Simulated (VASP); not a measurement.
## Mn: single point with PBE

Crystal: Mn.

```xyz
2
Lattice="0.0000 2.5675 2.5675 2.5675 0.0000 2.5675 2.5675 2.5675 0.0000" Properties=species:S:1:pos:R:3 pbc="T T T"
Mn    0.6419    0.6419    0.6419
Mn    4.4932    4.4932    4.4932
```

```
Program             : VASP 6.6.1
Task                : single point
Functional          : PBE
Potentials or basis : VASP PAW PBE potentials, release 64 (Mn_pv)
Cutoff              : 520 eV
k mesh              : 6 × 6 × 6
Occupations         : fermi-dirac, width 0.1 eV
Spin                : collinear spin, antiferromagnetic start
Starting moments    : [2.088, -2.088] μB
```

```
Pressure                                              : 0.5 GPa
Band gap on the k mesh                                : zero (filled and empty bands touch)
Net moment                                            : 0.00 μB per cell
Site moments                                          : Mn +2.27, -2.27 μB
Valence electrons inside the program's atomic spheres : Mn 11.87
```

Levels at points of the mesh, in eV from the Fermi level:
Spin up:
```tsv
k point	band 10	band 11	band 12	band 13	band 14	band 15	band 16	band 17
(0.00, 0.00, 0.00)	-2.35	-2.35	-2.35	0.23	0.23	0.23	1.82	1.82
(0.50, 0.00, 0.00)	-2.29	-2.26	-2.26	-1.09	0.72	0.72	1.60	1.60
(0.50, 0.50, 0.00)	-2.20	-1.51	-1.29	-0.97	0.79	1.70	1.70	2.31
```
Spin down:
```csv
k point,band 9,band 10,band 11,band 12,band 13,band 14,band 15,band 16,band 17,band 18
"(0.00, 0.00, 0.00)",-2.57,-2.35,-2.35,-2.35,0.23,0.23,0.23,1.82,1.82,12.92
"(0.50, 0.00, 0.00)",-2.52,-2.29,-2.26,-2.26,-1.09,0.72,0.72,1.60,1.60,2.65
"(0.50, 0.50, 0.00)",-2.20,-2.20,-1.51,-1.29,-0.97,0.79,1.70,1.70,2.31,3.22
```

Wall time 17 s on 1 thread of Intel(R) Xeon(R) Platinum 8559C (Emerald Rapids), with other jobs on the host, peak memory 0.17 GiB.
